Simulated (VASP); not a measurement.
MgB2: single point with r2SCAN

The system is MgB2.

```
Mg B
1.0
     3.04533    0.00000    0.00000
    -1.52266    2.63733    0.00000
     0.00000    0.00000    3.41922
Mg B
1 2
Direct
  0.00000 0.00000 0.00000
  0.33333 0.66667 0.50000
  0.66667 0.33333 0.50000
```

```json
{
 "Program": "VASP 6.6.1",
 "Task": "single point",
 "Functional": "r2SCAN",
 "Potentials or basis": "VASP PAW PBE potentials, release 64 (Mg_sv, B)",
 "Cutoff": "920 eV",
 "k mesh": "8 × 8 × 6",
 "Occupations": "gaussian, width 0.05 eV",
 "Spin": "no spin polarisation",
 "Dipole correction": "no",
 "Further INCAR settings": "ALGO = Normal; EDIFF = 1e-06; NBANDS = 15"
}
```

```
Pressure               : 6.7 GPa
Band gap on the k mesh : zero (bands 8 and 9 overlap by 2.88 eV)
```

Stress tensor (GPa, compression positive):
```
6.69 0.00 0.00
0.00 6.69 0.00
0.00 0.00 6.59
```

Levels at points of the mesh, in eV from the Fermi level:
```csv
k point,band 6,band 7,band 8,band 9,band 10,band 11
"(0.00, 0.00, 0.00)",-3.09,0.29,0.29,2.35,6.64,6.64
"(0.50, 0.00, 0.00)",-8.59,-2.50,0.26,3.49,4.08,6.24
"(0.00, 0.00, 0.50)",-8.02,0.75,0.75,6.96,6.96,8.66
"(0.50, 0.00, 0.50)",-7.57,-3.96,-2.17,-1.34,6.24,9.74
```

It took 97 s on 1 thread of AMD EPYC 7R13 Processor (Zen 3), with other jobs on the host, peak memory 0.16 GiB.

Caveat: the cell stands under pressure; the PAW data sets were made with another functional, which shifts forces and pressure a little.
